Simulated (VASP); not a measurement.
# SrCd (Pm-3m) in VASP: a series of runs, part 2 of 2

VASP 6.6.1.

### 4 Electric field gradients, LDA (31.43 Å³/atom)

This run uses another cell than the first one, of 31.43 Å³/atom.

The input, INCAR:

```
PREC = Accurate
ENCUT = 520
EDIFF = 1E-8
ISMEAR = -1
SIGMA = 0.08
LREAL = False
LASPH = True
NELM = 100
ALGO = Normal
ISIF = 2
LWAVE = False
LCHARG = False
GGA = CA
LEFG = True
NBANDS = 18
```

The input, KPOINTS:

```
regular mesh
0
Gamma
  10 10 10
```

The input, POSCAR:

```
SrCd
1.0
    3.9761334187      0.0000000000      0.0000000000
    0.0000000000      3.9761334187      0.0000000000
    0.0000000000      0.0000000000      3.9761334187
Sr Cd
1 1
Direct
    0.5000000000      0.5000000000      0.5000000000
    0.0000000000      0.0000000000      0.0000000000
```

Potentials or basis: VASP PAW LDA potentials, release 64 (Sr_sv, Cd).

The run is started by

```console
cat potpaw_LDA.64/Sr_sv/POTCAR potpaw_LDA.64/Cd/POTCAR > POTCAR
mpirun -np 1 vasp_std > vasp.out
```

OUTCAR:

```text
PREC = Accurate
   ENCUT = 520
   EDIFF = 1E-8
   ISMEAR = -1
   LREAL = False
   LASPH = True
   NELM = 100
   ISIF = 2
   GGA = CA

 ion  position               nearest neighbor table
   1  0.500  0.500  0.500-   2 3.44   2 3.44   2 3.44   2 3.44   2 3.44   2 3.44   2 3.44   2 3.44

   2  0.000  0.000  0.000-   1 3.44   1 3.44   1 3.44   1 3.44   1 3.44   1 3.44   1 3.44   1 3.44

  LATTYP: Found a simple cubic cell.
 ALAT       =     3.9761334187

  Lattice vectors:

[... 718 lines left out ...]
  ---------------------------------------------------
  free  energy   TOTEN  =        -4.1149307218 eV

  energy  without entropy=       -4.0889601614  energy(sigma->0) =       -4.10194544

 Electric field gradients (V/A^2)
---------------------------------------------------------------------
 ion       V_xx      V_yy      V_zz      V_xy      V_xz      V_yz
---------------------------------------------------------------------
   1       0.000    -0.000     0.000    -0.000    -0.000     0.000
   2       0.000     0.000     0.000    -0.000     0.000     0.000
---------------------------------------------------------------------

 Electric field gradients after diagonalization (V/A^2)
 (convention: |V_zz| > |V_xx| > |V_yy|)
----------------------------------------------------------------------
 ion       V_xx      V_yy      V_zz     asymmetry (V_yy - V_xx)/ V_zz
----------------------------------------------------------------------
   1      -0.000     0.000     0.000       0.523
   2       0.000     0.000     0.000      -0.363
----------------------------------------------------------------------

           NMR quadrupolar parameters

 Cq : quadrupolar parameter    Cq=e*Q*V_zz/h
 eta: asymmetry parameters     (V_yy - V_xx)/ V_zz
 Q  : nuclear electric quadrupole moment in mb (millibarn)
----------------------------------------------------------------------
 ion       Cq(MHz)       eta       Q (mb)
----------------------------------------------------------------------
   1       0.000       0.523       1.000
   2       0.000      -0.363       1.000
----------------------------------------------------------------------
```

OSZICAR:

```text
N       E                     dE             d eps       ncg     rms          rms(c)
DAV:   1     0.138538174385E+03    0.13854E+03   -0.11372E+04  2040   0.114E+03
DAV:   2     0.248761905101E+01   -0.13605E+03   -0.13186E+03  2192   0.289E+02
DAV:   3    -0.413949123470E+01   -0.66271E+01   -0.65722E+01  3360   0.559E+01
DAV:   4    -0.426091601939E+01   -0.12142E+00   -0.12120E+00  2482   0.507E+00
DAV:   5    -0.426240620681E+01   -0.14902E-02   -0.14897E-02  2762   0.470E-01    0.170E+01
DAV:   6    -0.412545999726E+01    0.13695E+00   -0.45813E-01  2200   0.554E+00    0.899E+00
DAV:   7    -0.411617458948E+01    0.92854E-02   -0.38741E-02  2334   0.149E+00    0.152E+00
DAV:   8    -0.411498719997E+01    0.11874E-02   -0.50070E-03  2996   0.689E-01    0.214E-01
DAV:   9    -0.411491849866E+01    0.68701E-04   -0.37886E-04  3000   0.118E-01    0.281E-02
DAV:  10    -0.411492844019E+01   -0.99415E-05   -0.34938E-05  3208   0.276E-02    0.145E-02
DAV:  11    -0.411493063073E+01   -0.21905E-05   -0.28752E-06  2518   0.105E-02    0.881E-03
DAV:  12    -0.411493073457E+01   -0.10385E-06   -0.22577E-07  2572   0.298E-03    0.264E-03
DAV:  13    -0.411493072119E+01    0.13387E-07   -0.50142E-08  3254   0.104E-03    0.423E-04
DAV:  14    -0.411493072182E+01   -0.62892E-09   -0.10511E-09  1322   0.189E-04
   1 F= -.41149307E+01 E0= -.41019454E+01  d E =-.259706E-01
```

Run time: 46 s. Hardware: 1 thread of Oxide Virtual Turin-like, shared host; peak memory 0.16 GiB.

What came out:

| Item | Value |
| --- | --- |
| Free energy | -4.1149 eV |
| Pressure | -1.5 GPa |
| Band gap on the k mesh | zero (bands 11 and 12 overlap by 2.15 eV) |
| Largest electric field gradient by atom | under 0.05 V/Å² on every atom |

### 5 Electric field gradients, LDA

This run uses another cell than the first one, of 32.07 Å³/atom.

The input, INCAR:

```
SYSTEM = SrCd
PREC = Accurate
ENCUT = 520
EDIFF = 1E-8
ISMEAR = -1
SIGMA = 0.08
LREAL = .False.
LASPH = .True.
NELM = 80
ALGO = Normal
ISIF = 2
LWAVE = .False.
LCHARG = .False.
LEFG = .True.
NBANDS = 18
```

The input, KPOINTS:

```
regular mesh
0
Gamma
  10 10 10
  0 0 0
```

The input, POSCAR:

```
SrCd
1.0
    4.0030000000      0.0000000000      0.0000000000
    0.0000000000      4.0030000000      0.0000000000
    0.0000000000      0.0000000000      4.0030000000
Sr Cd
1 1
Direct
    0.5000000000      0.5000000000      0.5000000000
    0.0000000000      0.0000000000      0.0000000000
```

Potentials or basis: VASP PAW LDA potentials, release 64 (Sr_sv, Cd).

The run is started by

```console
cat potpaw_LDA.64/Sr_sv/POTCAR potpaw_LDA.64/Cd/POTCAR > POTCAR
mpirun -np 1 vasp_std > vasp.out
```

OUTCAR:

```text
SYSTEM = SrCd
   PREC = Accurate
   ENCUT = 520
   EDIFF = 1E-8
   ISMEAR = -1
   LREAL = .False.
   LASPH = .True.
   NELM = 80
   ISIF = 2

 ion  position               nearest neighbor table
   1  0.500  0.500  0.500-   2 3.47   2 3.47   2 3.47   2 3.47   2 3.47   2 3.47   2 3.47   2 3.47

   2  0.000  0.000  0.000-   1 3.47   1 3.47   1 3.47   1 3.47   1 3.47   1 3.47   1 3.47   1 3.47

  LATTYP: Found a simple cubic cell.
 ALAT       =     4.0030000000

  Lattice vectors:

 A1 = (   4.0030000000,   0.0000000000,   0.0000000000)
 A2 = (   0.0000000000,   4.0030000000,   0.0000000000)
 A3 = (   0.0000000000,   0.0000000000,   4.0030000000)

Analysis of symmetry for initial positions (statically):
=====================================================================
 Subroutine PRICEL returns:
 Original cell was already a primitive cell.

 Routine SETGRP: Setting up the symmetry group for a
 simple cubic supercell.

 Subroutine GETGRP returns: Found 48 space group operations
 (whereof 48 operations were pure point group operations)
 out of a pool of 48 trial point group operations.

The static configuration has the point symmetry O_h .

Analysis of symmetry for dynamics (positions and initial velocities):
=====================================================================
 Subroutine PRICEL returns:
 Original cell was already a primitive cell.

 Routine SETGRP: Setting up the symmetry group for a
 simple cubic supercell.

 Subroutine GETGRP returns: Found 48 space group operations
 (whereof 48 operations were pure point group operations)
 out of a pool of 48 trial point group operations.

The dynamic configuration has the point symmetry O_h .
[... 150 lines left out ...]
 cond. band min:       2.0672509502   @ k =   0.5000   0.3000   0.3000
 fundamental gap:      0.0646272356
 Fermi energy:         2.0658556183

 k-point     1 :       0.0000    0.0000    0.0000
  band No.  band energies     occupation
      1     -33.5219      2.00000
      2     -15.5589      2.00000
      3     -15.5589      2.00000
      4     -15.5589      2.00000
      5      -6.5552      2.00000
      6      -6.5552      2.00000
[... 481 lines left out ...]
      5      -6.5139      2.00000
      6      -6.4423      2.00000
[... 10 lines left out ...]
     17       8.7030      0.00000
     18       9.3967      0.00000

 [... further k-points ...]
[... 5 lines left out ...]
  --------------------------------------------------------------------------------------
  -------------------------------------------------------------------------------------
  Total       -0.7835682     -0.7835682     -0.7835682     -0.0000000      0.0000000     -0.0000000
  in kB      -19.5717933    -19.5717933    -19.5717933     -0.0000000      0.0000000     -0.0000000
  external PRESSURE =     -19.5717933 kB  Pullay stress =       0.0000000 kB

 VOLUME and BASIS-vectors are now :
 -----------------------------------------------------------------------------
  energy-cutoff  :      520.00
  volume of cell :       64.14
      direct lattice vectors                 reciprocal lattice vectors
     4.003000000  0.000000000  0.000000000     0.249812641  0.000000000  0.000000000
     0.000000000  4.003000000  0.000000000     0.000000000  0.249812641  0.000000000
     0.000000000  0.000000000  4.003000000     0.000000000  0.000000000  0.249812641

 POSITION                                       TOTAL-FORCE (eV/Angst)
 -----------------------------------------------------------------------------------
      2.00150      2.00150      2.00150         0.000000      0.000000      0.000000
      0.00000      0.00000      0.00000         0.000000      0.000000      0.000000
 -----------------------------------------------------------------------------------
    total drift:                                0.000000      0.000000     -0.000000

  FREE ENERGIE OF THE ION-ELECTRON SYSTEM (eV)
  ---------------------------------------------------
  free  energy   TOTEN  =        -4.1012951461 eV

  energy  without entropy=       -4.0749260703  energy(sigma->0) =       -4.08811061

 Electric field gradients (V/A^2)
---------------------------------------------------------------------
 ion       V_xx      V_yy      V_zz      V_xy      V_xz      V_yz
---------------------------------------------------------------------
   1       0.000    -0.000    -0.000     0.000    -0.000    -0.000
   2       0.000     0.000     0.000     0.000     0.000     0.000
---------------------------------------------------------------------

 Electric field gradients after diagonalization (V/A^2)
 (convention: |V_zz| > |V_xx| > |V_yy|)
----------------------------------------------------------------------
 ion       V_xx      V_yy      V_zz     asymmetry (V_yy - V_xx)/ V_zz
----------------------------------------------------------------------
   1       0.000    -0.000    -0.000       0.435
   2       0.000     0.000     0.000      -0.123
----------------------------------------------------------------------

           NMR quadrupolar parameters

 Cq : quadrupolar parameter    Cq=e*Q*V_zz/h
 eta: asymmetry parameters     (V_yy - V_xx)/ V_zz
 Q  : nuclear electric quadrupole moment in mb (millibarn)
----------------------------------------------------------------------
 ion       Cq(MHz)       eta       Q (mb)
----------------------------------------------------------------------
   1      -0.000       0.435       1.000
   2       0.000      -0.123       1.000
----------------------------------------------------------------------
```

Run time: 36 s. Hardware: 1 thread of Oxide Virtual Turin-like, shared host; peak memory 0.16 GiB.

What came out:

| Quantity | Value |
| --- | --- |
| Free energy | -4.1013 eV |
| Pressure | -2.0 GPa |
| Band gap on the k mesh | zero (bands 11 and 12 overlap by 2.11 eV) |
| Largest electric field gradient by atom | under 0.05 V/Å² on every atom |

### 6 The runs side by side

| cell | gap on the mesh (eV) | pressure (GPa) |
| --- | --- | --- |
| a = 3.921 Å, 2 atoms | none | -0.3 |
| a = 3.976 Å, 2 atoms | none | -1.5 |
| a = 4.003 Å, 2 atoms | none | -2.0 |

Alike in all rows: task electric field gradients; level LDA; potentials or basis VASP PAW LDA potentials, release 64 (Sr_sv, Cd); no spin polarisation; k mesh 10 × 10 × 10; cutoff (eV) 520; smearing fermi-dirac 0.08 eV.

Absolute energies hang on the potentials; compare differences alone.

The gap in the log of VASP goes by the Fermi energy; the results here count the filled bands.